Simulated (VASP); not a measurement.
# As (Pm-3m) in VASP: a series of runs, part 2 of 2

VASP 6.6.1.

## Step 5: Single point, PBE

This run uses another cell than the first one, of 20.95 Å³/atom, 1.128 times its volume.

INCAR reads:

```
PREC = Accurate
ENCUT = 500
EDIFF = 1E-6
ISMEAR = -1
SIGMA = 0.05
LREAL = False
LASPH = True
NELM = 120
ALGO = Normal
ISIF = 2
LWAVE = False
LCHARG = False
GGA = PE
NBANDS = 8
GGA_COMPAT = False
```

KPOINTS reads:

```
Automatic mesh
0
Gamma
  10 10 10
```

POSCAR reads:

```
As
1.0
    2.7567085743      0.0000000000      0.0000000000
    0.0000000000      2.7567085743      0.0000000000
    0.0000000000      0.0000000000      2.7567085743
As
1
Direct
    0.5000000000      0.5000000000      0.5000000000
```

Potentials or basis: VASP PAW PBE potentials, release 64 (As).

Launch:

```console
$ cat potpaw_PBE.64/As/POTCAR > POTCAR
$ mpirun -np 1 vasp_std > vasp.out
```

OUTCAR:

```text
PREC = Accurate
   ENCUT = 500
   EDIFF = 1E-6
   ISMEAR = -1
   LREAL = False
   LASPH = True
   NELM = 120
   ISIF = 2
   GGA = PE

 ion  position               nearest neighbor table
   1  0.500  0.500  0.500-

  LATTYP: Found a simple cubic cell.
 ALAT       =     2.7567085743

  Lattice vectors:

 A1 = (   2.7567085743,   0.0000000000,   0.0000000000)
 A2 = (   0.0000000000,   2.7567085743,   0.0000000000)
 A3 = (   0.0000000000,   0.0000000000,   2.7567085743)

Analysis of symmetry for initial positions (statically):
=====================================================================
 Subroutine PRICEL returns:
 Original cell was already a primitive cell.

 Routine SETGRP: Setting up the symmetry group for a
 simple cubic supercell.

 Subroutine GETGRP returns: Found 48 space group operations
[... 9 lines left out ...]

 Routine SETGRP: Setting up the symmetry group for a
 simple cubic supercell.

 Subroutine GETGRP returns: Found 48 space group operations
[... 11 lines left out ...]
                                     Primitive cell

  volume of cell :      20.9494

  direct lattice vectors                    reciprocal lattice vectors
     2.756708574  0.000000000  0.000000000     0.362751438  0.000000000  0.000000000
     0.000000000  2.756708574  0.000000000     0.000000000  0.362751438  0.000000000
     0.000000000  0.000000000  2.756708574     0.000000000  0.000000000  0.362751438

  length of vectors
     2.756708574  2.756708574  2.756708574     0.362751438  0.362751438  0.362751438

  position of ions in fractional coordinates (direct lattice)
     0.500000000  0.500000000  0.500000000

  ion indices of the primitive-cell ions
   primitive index   ion index
                 1           1

----------------------------------------------------------------------------------------

 KPOINTS: Automatic mesh

Automatic generation of k-mesh.
 Grid dimensions read from file:
 generate k-points for:   10   10   10

 Generating k-lattice:

  Cartesian coordinates                     Fractional coordinates (reciprocal lattice)
     0.036275144  0.000000000  0.000000000     0.100000000  0.000000000  0.000000000
     0.000000000  0.036275144  0.000000000     0.000000000  0.100000000  0.000000000
     0.000000000  0.000000000  0.036275144     0.000000000  0.000000000  0.100000000

  Length of vectors
     0.036275144  0.036275144  0.036275144

  Shift w.r.t. Gamma in fractional coordinates (k-lattice)
     0.000000000  0.000000000  0.000000000

 Subroutine IBZKPT returns following result:
 ===========================================

 Found     56 irreducible k-points:

 Following reciprocal coordinates:
            Coordinates               Weight
  0.000000  0.000000  0.000000      1.000000
  0.100000  0.000000  0.000000      6.000000
  0.200000  0.000000  0.000000      6.000000
  0.300000  0.000000  0.000000      6.000000
  0.400000  0.000000  0.000000      6.000000
  0.500000  0.000000  0.000000      3.000000
[... 16 lines left out ...]
  0.200000  0.100000  0.100000     24.000000
  0.300000  0.100000  0.100000     24.000000
 [... further k-points ...]
   k-points           NKPTS =     56   k-points in BZ     NKDIM =     56   number of bands    NBANDS=      8
   number of dos      NEDOS =    301   number of ions     NIONS =      1
   total plane-waves  NPLWV =   8000
   dimension x,y,z NGX =    20 NGY =   20 NGZ =   20
   dimension x,y,z NGXF=    40 NGYF=   40 NGZF=   40
   ions per type =               1
   NGX,Y,Z   is equivalent  to a cutoff of  12.06, 12.06, 12.06 a.u.
   NGXF,Y,Z  is equivalent  to a cutoff of  24.12, 24.12, 24.12 a.u.
 SYSTEM =  unknown system
   PREC   = accura    normal or accurate (medium, high low for compatibility)
   ISTART =      0    job   : 0-new  1-cont  2-samecut
   ICHARG =      2    charge: 1-file 2-atom 10-const
   ISPIN  =      1    spin polarized calculation?
   LNONCOLLINEAR =      F non collinear calculations
   LSORBIT =      F    spin-orbit coupling
   LASPH  =      T    aspherical Exc in radial PAW
   ENCUT  =  500.0 eV  36.75 Ry    6.06 a.u.   5.03  5.03  5.03*2*pi/ulx,y,z
   NELM   =    120;   NELMIN=  2; NELMDL= -5     # of ELM steps
   EDIFF  = 0.1E-05   stopping-criterion for ELM
   LREAL  =      F    real-space projection
   EDIFFG = 0.1E-04   stopping-criterion for IOM
   NSW    =      0    number of steps for IOM
   IBRION =     -1    ionic relax: 0-MD 1-quasi-New 2-CG
   NFREE  =      0    steps in history (QN), initial steepest desc. (CG)
   ISIF   =      2    stress and relaxation
   ISYM   =      2    0-nonsym 1-usesym 2-fastsym
   POTIM  = 0.5000    time-step for ionic-motion
   TEBEG  =    0.0;   TEEND  =   0.0 temperature during run
   PSTRESS=    0.0 pullay stress
   NELECT =       5.0000    total number of electrons
   NUPDOWN=      -1.0000    fix difference up-down
   EMIN   =  10.00;   EMAX   =-10.00  energy-range for DOS
[... 5 lines left out ...]
     AMIX     =   0.40;   BMIX     =  1.00
     AMIX_MAG =   1.60;   BMIX_MAG =  1.00
  volume/ion in A,a.u.               =      20.95       141.37
  Fermi-wavevector in a.u.,A,eV,Ry     =   1.015486  1.918990 14.030491  1.031212
  Thomas-Fermi vector in A             =   2.148775
   LORBIT       =      0    0 simple, 1 ext, 2 COOP (PROOUT), +10 PAW based schemes
   GGA     = PE    functional components
   LHFCALC =     F    Hartree Fock is set to
   AEXX    =    0.0000 exact exchange contribution
   IVDW    =     0    specifies the selected vdW correction
   LEPSILON=     F    determine dielectric tensor
   LRPA    =     F    only Hartree local field effects (RPA)
 non-spin polarized calculation
  energy-cutoff  :      500.00
  volume of cell :       20.95
 maximum number of plane-waves:       554
   NGX = 11   NGY = 11   NGZ = 11

 number of electron       5.0000000 magnetization

 Free energy of the ion-electron system (eV)
  ---------------------------------------------------
  ext. energy  EPLUGINS =         0.00000000
  ---------------------------------------------------
  free energy    TOTEN  =        -4.56798476 eV

  energy without entropy =       -4.56579758  energy(sigma->0) =       -4.56689117

 E-fermi :   5.2265     XC(G=0): -10.1770

 val. band max:        5.1697780244   @ k =   0.5000   0.3000   0.3000
 cond. band min:       5.2710539106   @ k =   0.2000   0.2000   0.0000
 fundamental gap:      0.1012758862
 Fermi energy:         5.2265118589

 k-point     1 :       0.0000    0.0000    0.0000
  band No.  band energies     occupation
      1      -9.1814      2.00000
      2       9.2201      0.00000
      3       9.2201      0.00000
      4       9.2201      0.00000
      5      13.7337      0.00000
      6      13.7337      0.00000
      7      15.3493      0.00000
      8      29.4635      0.00000

 k-point     2 :       0.1000    0.0000    0.0000
  band No.  band energies     occupation
      1      -9.0079      2.00000
      2       7.3211      0.00000
      3       9.3703      0.00000
      4       9.3703      0.00000
      5      13.8915      0.00000
      6      14.7756      0.00000
      7      16.6797      0.00000
      8      27.1940      0.00000

 k-point     3 :       0.2000    0.0000    0.0000
  band No.  band energies     occupation
      1      -8.4986      2.00000
      2       4.4119      2.00000
      3       9.7976      0.00000
      4       9.7976      0.00000
      5      14.3523      0.00000
      6      15.4924      0.00000
      7      20.1546      0.00000
      8      24.4128      0.00000
[... 210 lines left out ...]
 k-point    23 :       0.2000    0.1000    0.1000
  band No.  band energies     occupation
      1      -8.1516      2.00000
      2       4.7280      1.99991
      3       7.9427      0.00000
      4       8.2824      0.00000
      5      16.8528      0.00000
      6      17.3818      0.00000
      7      19.9842      0.00000
      8      22.1615      0.00000

 k-point    24 :       0.3000    0.1000    0.1000
  band No.  band energies     occupation
      1      -7.3552      2.00000
      2       2.0810      2.00000
      3       8.5908      0.00000
      4       8.9842      0.00000
      5      17.4258      0.00000
      6      17.4971      0.00000
      7      19.7369      0.00000
      8      20.2786      0.00000

 [... further k-points ...]
[... 5 lines left out ...]
  --------------------------------------------------------------------------------------
  -------------------------------------------------------------------------------------
  Total       -0.3071502     -0.3071502     -0.3071502     -0.0000000     -0.0000000      0.0000000
  in kB      -23.4903144    -23.4903144    -23.4903144     -0.0000000     -0.0000000      0.0000000
  external PRESSURE =     -23.4903144 kB  Pullay stress =       0.0000000 kB

 VOLUME and BASIS-vectors are now :
 -----------------------------------------------------------------------------
  energy-cutoff  :      500.00
  volume of cell :       20.95
      direct lattice vectors                 reciprocal lattice vectors
     2.756708574  0.000000000  0.000000000     0.362751438  0.000000000  0.000000000
     0.000000000  2.756708574  0.000000000     0.000000000  0.362751438  0.000000000
     0.000000000  0.000000000  2.756708574     0.000000000  0.000000000  0.362751438

 POSITION                                       TOTAL-FORCE (eV/Angst)
 -----------------------------------------------------------------------------------
      1.37835      1.37835      1.37835         0.000000      0.000000      0.000000
 -----------------------------------------------------------------------------------
    total drift:                                0.000000      0.000000      0.000000

  FREE ENERGIE OF THE ION-ELECTRON SYSTEM (eV)
  ---------------------------------------------------
  free  energy   TOTEN  =        -4.5679847569 eV

  energy  without entropy=       -4.5657975850  energy(sigma->0) =       -4.56689117
```

OSZICAR:

```text
N       E                     dE             d eps       ncg     rms          rms(c)
DAV:   1     0.817994380328E+01    0.81799E+01   -0.20702E+03   904   0.440E+02
DAV:   2    -0.440739819036E+01   -0.12587E+02   -0.11968E+02  1192   0.586E+01
DAV:   3    -0.456230286912E+01   -0.15490E+00   -0.15484E+00  1024   0.895E+00
DAV:   4    -0.456247605592E+01   -0.17319E-03   -0.17319E-03  1376   0.341E-01
DAV:   5    -0.456247616310E+01   -0.10717E-06   -0.10710E-06  1048   0.537E-03    0.185E+00
DAV:   6    -0.456557312257E+01   -0.30970E-02   -0.86481E-04  1136   0.209E-01    0.110E+00
DAV:   7    -0.456792230693E+01   -0.23492E-02   -0.23494E-03   936   0.333E-01    0.840E-02
DAV:   8    -0.456798179298E+01   -0.59486E-04   -0.85149E-05  1080   0.656E-02    0.485E-03
DAV:   9    -0.456798429423E+01   -0.25013E-05   -0.17561E-06  1128   0.910E-03    0.272E-03
DAV:  10    -0.456798475687E+01   -0.46264E-06   -0.10025E-06   992   0.624E-03
   1 F= -.45679848E+01 E0= -.45668912E+01  d E =-.218717E-02
```

stdout:

```text
POSCAR found type information on POSCAR As
 POSCAR found :  1 types and       1 ions
 scaLAPACK will be used
 LDA part: xc-table for (Slater+PW92), standard interpolation
 POSCAR, INCAR and KPOINTS ok, starting setup
 FFT: planning ... GRIDC
 FFT: planning ... GRID_SOFT
 FFT: planning ... GRID
 WAVECAR not read
 entering main loop
```

Wall time 3.7 s (1 thread of Intel Xeon Platinum 8375C at 2.90GHz (Ice Lake), shared host); peak memory 0.12 GiB.

Results:

| Quantity | Value |
| --- | --- |
| Free energy | -4.5680 eV |
| Pressure | -2.3 GPa |

Levels at points of the mesh, in eV from the Fermi level:
```csv
k point,band 1,band 2,band 3,band 4,band 5,band 6,band 7
"(0.00, 0.00, 0.00)",-14.41,3.99,3.99,3.99,8.51,8.51,10.12
"(0.50, 0.00, 0.00)",-11.52,-6.42,6.09,6.09,11.05,13.85,14.17
"(0.50, 0.50, 0.00)",-8.53,-3.92,-3.92,2.83,8.04,15.87,17.10
"(0.50, 0.50, 0.50)",-5.28,-1.66,-1.66,-1.66,6.10,6.10,6.10
```

## Step 6: Summary

```tsv
cell	gap on the mesh (eV)	pressure (GPa)
a = 2.648 Å, 1 atom	none	8.9
a = 2.686 Å, 1 atom	none	4.3
a = 2.739 Å, 1 atom	none	-0.9
a = 2.757 Å, 1 atom	none	-2.3
```

Alike in all rows: task single point; level PBE; potentials or basis VASP PAW PBE potentials, release 64 (As); no spin polarisation; k mesh 10 × 10 × 10; cutoff (eV) 500; smearing fermi-dirac 0.05 eV.

Total energies depend on the potentials used, so only differences within one code and one set of settings carry meaning.
